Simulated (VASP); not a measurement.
# HoAlTe3 (Pm-3m) in VASP: further runs, part 2 of 3

VASP 6.6.1. Earlier steps stand in the parts before.

**3. Single point, PBE**

This run uses another cell than the first one, of 35.60 Å³/atom.

INCAR

```
SYSTEM = HoAlTe3
ALGO     = Normal         ! electronic algorithm
EDIFF    = 1E-6           ! SCF threshold, eV
ENCUT    = 500            ! plane-wave cutoff, eV
GGA      = PE             ! functional
GGA_COMPAT= .False.      
ISIF     = 2              ! what is computed and relaxed
ISMEAR   = 0              ! smearing method
LASPH    = .True.         ! aspherical terms in the spheres
LCHARG   = .True.         ! write CHGCAR
LELF     = .True.         ! ELF
LMAXMIX  = 6              ! l up to which the mixer works
LREAL    = .False.        ! projectors in reciprocal space
LVHAR    = .True.       
LWAVE    = .False.        ! write WAVECAR
NBANDS   = 23             ! bands
NELM     = 200            ! most SCF steps
PREC     = Accurate       ! precision mode
SIGMA    = 0.1            ! smearing width, eV
```

KPOINTS

```
k-points
0
Gamma
  4 4 4
  0 0 0
```

POSCAR

```
HoAlTe3
1.0
    5.6252404400      0.0000000000      0.0000000000
    0.0000000000      5.6252404400      0.0000000000
    0.0000000000      0.0000000000      5.6252404400
Ho Al Te
1 1 3
Direct
    0.5000000000      0.5000000000      0.5000000000
    0.0000000000      0.0000000000      0.0000000000
    0.5000000000      0.0000000000      0.0000000000
    0.0000000000      0.5000000000      0.0000000000
    0.0000000000      0.0000000000      0.5000000000
```

Potentials or basis: VASP PAW PBE potentials, release 64 (Ho_3, Al, Te), 4f in core.

Run with:

```sh
$ cat potpaw_PBE.64/Ho_3/POTCAR potpaw_PBE.64/Al/POTCAR potpaw_PBE.64/Te/POTCAR > POTCAR
$ mpirun -np 1 vasp_std > vasp.out
```

OUTCAR:

```text
SYSTEM = HoAlTe3
   EDIFF = 1E-6
   ENCUT = 500
   GGA = PE
   ISIF = 2
   ISMEAR = 0
   LASPH = .True.
   LREAL = .False.
   NELM = 200
   PREC = Accurate

 ion  position               nearest neighbor table
   1  0.500  0.500  0.500-
   2  0.000  0.000  0.000-   3 2.81   4 2.81   5 2.81   5 2.81   4 2.81   3 2.81
   3  0.500  0.000  0.000-   2 2.81   2 2.81
   4  0.000  0.500  0.000-   2 2.81   2 2.81
   5  0.000  0.000  0.500-   2 2.81   2 2.81

  LATTYP: Found a simple cubic cell.
 ALAT       =     5.6252404400

  Lattice vectors:

 A1 = (   5.6252404400,   0.0000000000,   0.0000000000)
 A2 = (   0.0000000000,   5.6252404400,   0.0000000000)
 A3 = (   0.0000000000,   0.0000000000,   5.6252404400)

Analysis of symmetry for initial positions (statically):
=====================================================================
 Subroutine PRICEL returns:
 Original cell was already a primitive cell.

 Routine SETGRP: Setting up the symmetry group for a
 simple cubic supercell.

 Subroutine GETGRP returns: Found 48 space group operations
 (whereof 48 operations were pure point group operations)
 out of a pool of 48 trial point group operations.

The static configuration has the point symmetry O_h .

Analysis of symmetry for dynamics (positions and initial velocities):
=====================================================================
 Subroutine PRICEL returns:
 Original cell was already a primitive cell.

 Routine SETGRP: Setting up the symmetry group for a
 simple cubic supercell.

 Subroutine GETGRP returns: Found 48 space group operations
 (whereof 48 operations were pure point group operations)
 out of a pool of 48 trial point group operations.

The dynamic configuration has the point symmetry O_h .

 Subroutine INISYM returns: Found 48 space group operations
 (whereof 48 operations are pure point group operations),
 and found     1 'primitive' translations

----------------------------------------------------------------------------------------

                                     Primitive cell

  volume of cell :     178.0013

  direct lattice vectors                    reciprocal lattice vectors
     5.625240440  0.000000000  0.000000000     0.177770179  0.000000000  0.000000000
     0.000000000  5.625240440  0.000000000     0.000000000  0.177770179  0.000000000
     0.000000000  0.000000000  5.625240440     0.000000000  0.000000000  0.177770179

  length of vectors
     5.625240440  5.625240440  5.625240440     0.177770179  0.177770179  0.177770179

  position of ions in fractional coordinates (direct lattice)
     0.500000000  0.500000000  0.500000000
     0.000000000  0.000000000  0.000000000
     0.500000000  0.000000000  0.000000000
     0.000000000  0.500000000  0.000000000
     0.000000000  0.000000000  0.500000000

  ion indices of the primitive-cell ions
   primitive index   ion index
                 1           1
                 2           2
                 3           3
                 4           4
                 5           5

[... 21 lines left out ...]
 Subroutine IBZKPT returns following result:
 ===========================================

 Found     10 irreducible k-points:

 Following reciprocal coordinates:
            Coordinates               Weight
  0.000000  0.000000  0.000000      1.000000
  0.250000  0.000000  0.000000      6.000000
  0.500000  0.000000  0.000000      3.000000
  0.250000  0.250000  0.000000     12.000000
  0.500000  0.250000  0.000000     12.000000
  0.500000  0.500000  0.000000      3.000000
  0.250000  0.250000  0.250000      8.000000
  0.500000  0.250000  0.250000     12.000000
  0.500000  0.500000  0.250000      6.000000
  0.500000  0.500000  0.500000      1.000000
   k-points           NKPTS =     10   k-points in BZ     NKDIM =     10   number of bands    NBANDS=     23
   number of dos      NEDOS =    301   number of ions     NIONS =      5
   total plane-waves  NPLWV =  74088
   dimension x,y,z NGX =    42 NGY =   42 NGZ =   42
   dimension x,y,z NGXF=    84 NGYF=   84 NGZF=   84
   ions per type =               1   1   3
   NGX,Y,Z   is equivalent  to a cutoff of  12.41, 12.41, 12.41 a.u.
   NGXF,Y,Z  is equivalent  to a cutoff of  24.82, 24.82, 24.82 a.u.
 SYSTEM =  HoAlTe3
   PREC   = accura    normal or accurate (medium, high low for compatibility)
   ISTART =      0    job   : 0-new  1-cont  2-samecut
   ICHARG =      2    charge: 1-file 2-atom 10-const
   ISPIN  =      1    spin polarized calculation?
   LNONCOLLINEAR =      F non collinear calculations
   LSORBIT =      F    spin-orbit coupling
   LASPH  =      T    aspherical Exc in radial PAW
   ENCUT  =  500.0 eV  36.75 Ry    6.06 a.u.  10.26 10.26 10.26*2*pi/ulx,y,z
   NELM   =    200;   NELMIN=  2; NELMDL= -5     # of ELM steps
   EDIFF  = 0.1E-05   stopping-criterion for ELM
   LREAL  =      F    real-space projection
   EDIFFG = 0.1E-04   stopping-criterion for IOM
   NSW    =      0    number of steps for IOM
   IBRION =     -1    ionic relax: 0-MD 1-quasi-New 2-CG
   NFREE  =      0    steps in history (QN), initial steepest desc. (CG)
   ISIF   =      2    stress and relaxation
   ISYM   =      2    0-nonsym 1-usesym 2-fastsym
   POTIM  = 0.5000    time-step for ionic-motion
   TEBEG  =    0.0;   TEEND  =   0.0 temperature during run
   PSTRESS=    0.0 pullay stress
   NELECT =      30.0000    total number of electrons
   NUPDOWN=      -1.0000    fix difference up-down
   EMIN   =  10.00;   EMAX   =-10.00  energy-range for DOS
   EFERMI =   0.00;   METHOD = LEGACY
   ISMEAR =     0;   SIGMA  =   0.10  broadening in eV -4-tet -1-fermi 0-gaus
   EFERMI_NEDOS =   21; number of points for ismear=-14 and -15
   IALGO  =     38    algorithm
   IMIX   =      4    mixing-type and parameters
     AMIX     =   0.40;   BMIX     =  1.00
     AMIX_MAG =   1.60;   BMIX_MAG =  1.00
  volume/ion in A,a.u.               =      35.60       240.24
  Fermi-wavevector in a.u.,A,eV,Ry     =   0.904290  1.708859 11.126022  0.817740
  Thomas-Fermi vector in A             =   2.027718
   LORBIT       =      0    0 simple, 1 ext, 2 COOP (PROOUT), +10 PAW based schemes
   GGA     = PE    functional components
   LHFCALC =     F    Hartree Fock is set to
   AEXX    =    0.0000 exact exchange contribution
   IVDW    =     0    specifies the selected vdW correction
   LEPSILON=     F    determine dielectric tensor
   LRPA    =     F    only Hartree local field effects (RPA)
 non-spin polarized calculation
 Gauss-broadening in eV      SIGMA  =   0.10
  energy-cutoff  :      500.00
  volume of cell :      178.00
 maximum number of plane-waves:      4632
 NGX is ok and might be reduce to    42
   NGX = 21   NGY = 21   NGZ = 21

 number of electron      30.0000003 magnetization

 Free energy of the ion-electron system (eV)
  ---------------------------------------------------
  ext. energy  EPLUGINS =         0.00000000
  ---------------------------------------------------
  free energy    TOTEN  =       -18.30474954 eV

  energy without entropy =      -18.28129865  energy(sigma->0) =      -18.29302410

 E-fermi :   3.8032     XC(G=0):  -8.6831

 val. band max:        3.7769097969   @ k =   0.5000   0.2500   0.2500
 cond. band min:       3.9705283969   @ k =   0.2500   0.2500   0.2500
 fundamental gap:      0.1936186000
 Fermi energy:         3.8031759427

 k-point     1 :       0.0000    0.0000    0.0000
  band No.  band energies     occupation
      1     -22.5298      2.00000
      2     -22.5298      2.00000
      3     -22.5298      2.00000
      4      -7.6679      2.00000
      5      -5.8925      2.00000
      6      -5.8925      2.00000
[... 249 lines left out ...]
     22       6.6995      0.00000
     23       6.6995      0.00000

------------------------ aborting loop because EDIFF is reached ----------------------------------------

  FORCE on cell =-STRESS in cart. coord.  units (eV):
  Direction    XX          YY          ZZ          XY          YZ          ZX
  --------------------------------------------------------------------------------------
  -------------------------------------------------------------------------------------
  Total       -6.4618900     -6.4618900     -6.4618900     -0.0000000     -0.0000000      0.0000000
  in kB      -58.1630095    -58.1630095    -58.1630095     -0.0000000     -0.0000000      0.0000000
  external PRESSURE =     -58.1630095 kB  Pullay stress =       0.0000000 kB

 VOLUME and BASIS-vectors are now :
 -----------------------------------------------------------------------------
  energy-cutoff  :      500.00
  volume of cell :      178.00
      direct lattice vectors                 reciprocal lattice vectors
     5.625240440  0.000000000  0.000000000     0.177770179  0.000000000  0.000000000
     0.000000000  5.625240440  0.000000000     0.000000000  0.177770179  0.000000000
     0.000000000  0.000000000  5.625240440     0.000000000  0.000000000  0.177770179

 POSITION                                       TOTAL-FORCE (eV/Angst)
 -----------------------------------------------------------------------------------
      2.81262      2.81262      2.81262         0.000000      0.000000      0.000000
      0.00000      0.00000      0.00000         0.000000      0.000000      0.000000
      2.81262      0.00000      0.00000         0.000000      0.000000      0.000000
      0.00000      2.81262      0.00000         0.000000      0.000000      0.000000
      0.00000      0.00000      2.81262         0.000000      0.000000      0.000000
 -----------------------------------------------------------------------------------
    total drift:                                0.000000      0.000000     -0.000000

  FREE ENERGIE OF THE ION-ELECTRON SYSTEM (eV)
  ---------------------------------------------------
  free  energy   TOTEN  =       -18.3047495432 eV

  energy  without entropy=      -18.2812986501  energy(sigma->0) =      -18.29302410
```

It took 34 s on 1 thread of AMD EPYC 7R13 (Zen 3), shared host; peak memory 0.24 GiB.

What came out:

```yaml
Free_energy: -18.3047 eV
Pressure: -5.8 GPa
Band_gap_on_the_k_mesh: zero (bands 15 and 16 overlap by 1.22 eV)
```

Caveat: the cell stands under tension; spin-orbit coupling is left out, which moves the levels of the heavy elements; the 4f electrons are frozen in the core, so they carry no moment and show no levels.

(Continued in part 3 of 3.)
